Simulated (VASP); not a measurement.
# TaSi2 in VASP: single point with PBE

Aim: the single point of TaSi2 with PBE.

Program: VASP 6.6.1. These are calculated values, not measurements. Logs are shortened: lines on timing, memory, paths and dates and some standing lists are left out, and cuts for length are marked.

## Step 1: The cell of the first run

The cell holds a slab with vacuum, 15 atoms: a = 4.780 Å, b = 4.780 Å, c = 28.752 Å, α = 90.00°, β = 90.00°, γ = 120.00°.

## Step 2: Single point, PBE

The input, INCAR:

```
SYSTEM = TaSi2
ALGO     = Normal         ! electronic algorithm
DIPOL    = 0.5 0.5 0.501
EDIFF    = 1E-6           ! SCF threshold, eV
ENCUT    = 400            ! plane-wave cutoff, eV
GGA      = PE             ! functional
GGA_COMPAT= .False.      
IDIPOL   = 3            
ISIF     = 2              ! what is computed and relaxed
ISMEAR   = 0              ! smearing method
LASPH    = .True.         ! aspherical terms in the spheres
LCHARG   = .True.         ! write CHGCAR
LDIPOL   = .True.       
LELF     = .True.         ! ELF
LREAL    = .False.        ! projectors in reciprocal space
LVACPOTAV= .True.       
LVHAR    = .True.       
LWAVE    = .False.        ! write WAVECAR
NBANDS   = 60             ! bands
NELM     = 120            ! most SCF steps
NELMDL   = -8           
PREC     = Accurate       ! precision mode
SIGMA    = 0.1            ! smearing width, eV
```

The input, KPOINTS:

```
k-points
0
Gamma
  6 6 1
  0 0 0
```

The input, POSCAR:

```
TaSi2
1.0
    4.7799993800      0.0000000000      0.0000000000
   -2.3899996900      4.1396008900      0.0000000000
    0.0000000000      0.0000000000     28.7520002662
Ta Si
5 10
Direct
    0.5000000000      0.5000000000      0.3478018888
    0.0000000000      0.5000000000      0.4239009444
    0.5000000000      0.0000000000      0.5012338783
    0.5000000000      0.5000000000      0.5771796788
    0.0000000000      0.5000000000      0.6520584356
    0.1666500000      0.8333500000      0.3478018888
    0.8333500000      0.1666500000      0.3478018888
    0.6667000000      0.8333500000      0.4239009444
    0.3333000000      0.1666500000      0.4239009444
    0.8423594930      0.6814755711      0.5008331994
    0.1576405070      0.3185244289      0.5008331994
    0.1574690994      0.8421318003      0.5786849996
    0.8425309006      0.1578681997      0.5786849996
    0.6529691762      0.8224338833      0.6580765407
    0.3470308238      0.1775661167      0.6580765407
```

Potentials or basis: VASP PAW PBE potentials, release 64 (Ta_pv, Si).

On the command line:

```sh
cat potpaw_PBE.64/Ta_pv/POTCAR potpaw_PBE.64/Si/POTCAR > POTCAR
mpirun -np 1 vasp_std > vasp.out
```

OUTCAR:

```text
SYSTEM = TaSi2
   EDIFF = 1E-6
   ENCUT = 400
   GGA = PE
   ISIF = 2
   ISMEAR = 0
   LASPH = .True.
   LREAL = .False.
   NELM = 120
   NELMDL = -8
   PREC = Accurate

 ion  position               nearest neighbor table
   1  0.500  0.500  0.348-   8 2.59   9 2.59   7 2.76   6 2.76   6 2.76   7 2.76   6 2.76   7 2.76
                             2 3.24   2 3.24
   2  0.000  0.500  0.424-   6 2.59   7 2.59  10 2.62  11 2.62   9 2.76   8 2.76   9 2.76   8 2.76
                             8 2.76   9 2.76   1 3.24   1 3.24   3 3.26   3 3.26
   3  0.500  0.000  0.501-   8 2.62   9 2.62  12 2.64  13 2.64  10 2.72  11 2.72  11 2.74  10 2.74
                            11 2.82  10 2.82   4 3.24   4 3.24   2 3.26   2 3.26
   4  0.500  0.500  0.577-  11 2.61  10 2.61  14 2.68  15 2.68  12 2.72  13 2.72  12 2.72  13 2.72
                            12 2.83  13 2.83   5 3.22   5 3.22   3 3.24   3 3.24
   5  0.000  0.500  0.652-  12 2.54  13 2.54  14 2.71  15 2.71  15 2.78  14 2.78  14 2.81  15 2.81
                             4 3.22   4 3.22
   6  0.167  0.833  0.348-   9 2.59   2 2.59   7 2.76   1 2.76   1 2.76   1 2.76   7 2.76   7 2.76
[... 4 lines left out ...]
                             9 2.76   9 2.76
   9  0.333  0.167  0.424-   6 2.59   1 2.59  11 2.60   3 2.62   8 2.76   2 2.76   2 2.76   2 2.76
                             8 2.76   8 2.76
  10  0.842  0.681  0.501-  12 2.59   8 2.60   4 2.61   2 2.62  11 2.64   3 2.72   3 2.74  11 2.81
                             3 2.82  11 2.84
  11  0.158  0.319  0.501-  13 2.59   9 2.60   4 2.61   2 2.62  10 2.64   3 2.72   3 2.74  10 2.81
                             3 2.82  10 2.84
  12  0.157  0.842  0.579-   5 2.54  10 2.59  13 2.61   3 2.64  15 2.67   4 2.72   4 2.72   4 2.83
                            13 2.84  13 2.84
  13  0.843  0.158  0.579-   5 2.54  11 2.59  12 2.61   3 2.64  14 2.67   4 2.72   4 2.72   4 2.83
                            12 2.84  12 2.84
  14  0.653  0.822  0.658-  15 2.67  13 2.67   4 2.68   5 2.71  15 2.74   5 2.78   5 2.81  15 2.87

  15  0.347  0.178  0.658-  14 2.67  12 2.67   4 2.68   5 2.71  14 2.74   5 2.78   5 2.81  14 2.87

  LATTYP: Found a hexagonal cell.
 ALAT       =     4.7799993800
 C/A-ratio  =     6.0150635974

  Lattice vectors:

 A1 = (   4.7799993800,   0.0000000000,   0.0000000000)
 A2 = (  -2.3899996900,   4.1396008900,   0.0000000000)
 A3 = (   0.0000000000,   0.0000000000,  28.7520002662)

Analysis of symmetry for initial positions (statically):
=====================================================================
 Subroutine PRICEL returns:
 Original cell was already a primitive cell.

 Routine SETGRP: Setting up the symmetry group for a
 hexagonal supercell.

 Subroutine GETGRP returns: Found  2 space group operations
 (whereof  2 operations were pure point group operations)
 out of a pool of 24 trial point group operations.

The static configuration has the point symmetry C_2 .

Analysis of symmetry for dynamics (positions and initial velocities):
[... 160 lines left out ...]
   IVDW    =     0    specifies the selected vdW correction
   LEPSILON=     F    determine dielectric tensor
   LRPA    =     F    only Hartree local field effects (RPA)
 non-spin polarized calculation
 Gauss-broadening in eV      SIGMA  =   0.10
  energy-cutoff  :      400.00
  volume of cell :      568.92
 maximum number of plane-waves:     10380
   NGX = 15   NGY = 15   NGZ = 93

 dipolmoment           0.000000      0.000000     -0.002953 electrons x Angstroem

 number of electron      95.0000028 magnetization

 dipolmoment           0.000000      0.000000      0.017093 electrons x Angstroem

 Free energy of the ion-electron system (eV)
  ---------------------------------------------------
  ext. energy  EPLUGINS =         0.00000000
  ---------------------------------------------------
  free energy    TOTEN  =      -114.52465736 eV

  energy without entropy =     -114.46775533  energy(sigma->0) =     -114.49620634

 E-fermi :   1.0426     XC(G=0):  -5.3395

 val. band max:        1.0343968630   @ k =  -0.3333   0.3333   0.0000
 cond. band min:       1.0512366614   @ k =   0.3333   0.0000   0.0000
 fundamental gap:      0.0168397984
 Fermi energy:         1.0426278340

 k-point     1 :       0.0000    0.0000    0.0000
  band No.  band energies     occupation
      1     -33.6528      2.00000
      2     -33.4601      2.00000
      3     -33.3641      2.00000
      4     -33.3449      2.00000
      5     -33.3219      2.00000
      6     -33.2625      2.00000
[... 1229 lines left out ...]
     58       3.7698      0.00000
     59       3.8409      0.00000
 [bands above 59 left out]

------------------------ aborting loop because EDIFF is reached ----------------------------------------

  FORCE on cell =-STRESS in cart. coord.  units (eV):
  Direction    XX          YY          ZZ          XY          YZ          ZX
  --------------------------------------------------------------------------------------
  -------------------------------------------------------------------------------------
  Total       -9.2725927     -4.8058125      1.1048440      0.5080346      0.0000000      0.0000000
  in kB      -26.1130373    -13.5339019      3.1114095      1.4307030      0.0000000      0.0000000
  external PRESSURE =     -12.1785099 kB  Pullay stress =       0.0000000 kB

 VOLUME and BASIS-vectors are now :
 -----------------------------------------------------------------------------
  energy-cutoff  :      400.00
  volume of cell :      568.92
      direct lattice vectors                 reciprocal lattice vectors
     4.779999380  0.000000000  0.000000000     0.209205048  0.120784591  0.000000000
    -2.389999690  4.139600890  0.000000000     0.000000000  0.241569182  0.000000000
     0.000000000  0.000000000 28.752000266     0.000000000  0.000000000  0.034780189

 POSITION                                       TOTAL-FORCE (eV/Angst)
 -----------------------------------------------------------------------------------
      1.19500      2.06980     10.00000        -0.000000      0.000000      0.949332
     -1.19500      2.06980     12.18800        -0.000000      0.000000      0.832157
      2.39000      0.00000     14.41148        -0.000000      0.000000      0.001093
      1.19500      2.06980     16.59507        -0.000000      0.000000     -0.015797
     -1.19500      2.06980     18.74798        -0.000000      0.000000     -0.018613
     -1.19512      3.44974     10.00000         0.027639      0.027340     -0.734608
      3.58512      0.68986     10.00000        -0.027639     -0.027340     -0.734608
      1.19512      3.44974     12.18800         0.588257      0.037954     -0.172966
      1.19488      0.68986     12.18800        -0.588257     -0.037954     -0.172966
      2.39775      2.82104     14.39996        -0.003023      0.012026      0.009301
     -0.00775      1.31856     14.39996         0.003023     -0.012026      0.009301
     -1.25999      3.48609     16.63835        -0.004165     -0.008533      0.021650
      3.64999      0.65351     16.63835         0.004165      0.008533      0.021650
      1.15558      3.40455     18.92102         0.001910      0.015423      0.002537
      1.23442      0.73505     18.92102        -0.001910     -0.015423      0.002537
 -----------------------------------------------------------------------------------
    total drift:                                0.000000      0.000000     -0.000323

  FREE ENERGIE OF THE ION-ELECTRON SYSTEM (eV)
  ---------------------------------------------------
  free  energy   TOTEN  =      -114.5246573569 eV

  energy  without entropy=     -114.4677553307  energy(sigma->0) =     -114.49620634

 vacuum level on the upper side and lower side of the slab         5.233         5.077
```

It took 20 min on 1 thread of Intel Xeon Platinum 8259CL at 2.50GHz (Skylake/Cascade Lake), shared host; peak memory 0.63 GiB.

Results:

```
Free energy            : -114.5247 eV
Largest force          : 0.949 eV/Å
Band gap on the k mesh : zero (an odd number of electrons rules out a gap without spin polarisation)
```

Forces on the atoms (eV/Å):
```
Ta   0.000  0.000  0.949
Ta   0.000  0.000  0.832
Ta   0.000  0.000  0.001
Ta   0.000  0.000 -0.016
Ta   0.000  0.000 -0.019
Si   0.028  0.027 -0.735
Si  -0.028 -0.027 -0.735
Si   0.588  0.038 -0.173
Si  -0.588 -0.038 -0.173
Si  -0.003  0.012  0.009
Si   0.003 -0.012  0.009
Si  -0.004 -0.009  0.022
Si   0.004  0.009  0.022
Si   0.002  0.015  0.003
Si  -0.002 -0.015  0.003
```

Levels at points of the mesh, in eV from the Fermi level:
```csv
k point,band 43,band 44,band 45,band 46,band 47,band 48,band 49,band 50,band 51,band 52
"(0.00, 0.00, 0.00)",-1.79,-1.62,-1.49,-0.20,0.06,0.14,0.38,0.67,0.68,0.79
"(0.50, 0.00, 0.00)",-1.19,-1.17,-1.10,-0.65,-0.39,-0.09,0.14,1.08,1.23,1.40
"(0.00, 0.50, 0.00)",-0.92,-0.56,-0.38,-0.38,-0.30,-0.08,0.21,0.41,0.96,1.38
"(0.50, 0.50, 0.00)",-1.23,-1.21,-1.07,-0.76,-0.29,-0.07,0.14,1.06,1.16,1.39
```

Caveat: spin-orbit coupling is left out, which moves the levels of the heavy elements.
